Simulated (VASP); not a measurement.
Here is a VASP 6.6.1 calculation.

INCAR

```
SYSTEM = YAl2N3
ALGO = Normal
EDIFF = 1E-6
EDIFFG = -0.04
ENCUT = 600
GGA = PE
IBRION = 2
ISIF = 3
ISMEAR = 0
LASPH = .True.
LCHARG = .False.
LREAL = .False.
LWAVE = .False.
NELM = 60
NSW = 90
PREC = Accurate
SIGMA = 0.1
```

KPOINTS

```
k-points
0
Gamma
  6 6 6
  0 0 0
```

POSCAR

```
YAl2N3
1.0
   -2.5891360200      2.5891360200      3.3540099300
    2.5891360200     -2.5891360200      3.3540099300
    2.5891360200      2.5891360200     -3.3540099300
Y Al N
1 2 3
Direct
    0.5000000000      0.5000000000      0.0000000000
    0.5000000000      0.0000000000      0.5000000000
    0.0000000000      0.5000000000      0.5000000000
    0.7500000000      0.2500000000      0.5000000000
    0.2500000000      0.7500000000      0.5000000000
    0.0000000000      0.0000000000      0.0000000000
```

Potentials or basis: VASP PAW PBE potentials, release 64 (Y_sv, Al, N).

Run with:

```bash
$ cat potpaw_PBE.64/Y_sv/POTCAR potpaw_PBE.64/Al/POTCAR potpaw_PBE.64/N/POTCAR > POTCAR
$ mpirun -np 1 vasp_std > vasp.out
```

Q: Estimate the relaxed volume.

A: 16.66 Å³/atom.

Q: Estimate the space group after relaxing (to 0.05 Å).

A: I4/mmm (No. 139).

Q: Estimate the band gap on the k mesh.

A: Zero (band 16 reaches 3.62 eV, above the bottom of band 17 at 3.10 eV).

Q: What does it give for the relaxed cell?

A: a = 5.135 Å, b = 5.135 Å, c = 5.135 Å, α = 116.73°, β = 116.73°, γ = 95.76°.

Final structure:
```
CELL_PARAMETERS angstrom
-2.69329 2.69329 3.44418
2.69329 -2.69329 3.44418
2.69329 2.69329 -3.44418
ATOMIC_POSITIONS crystal
Y 0.50000 0.50000 0.00000
Al 0.50000 0.00000 0.50000
Al 0.00000 0.50000 0.50000
N 0.75000 0.25000 0.50000
N 0.25000 0.75000 0.50000
N 0.00000 0.00000 0.00000
```
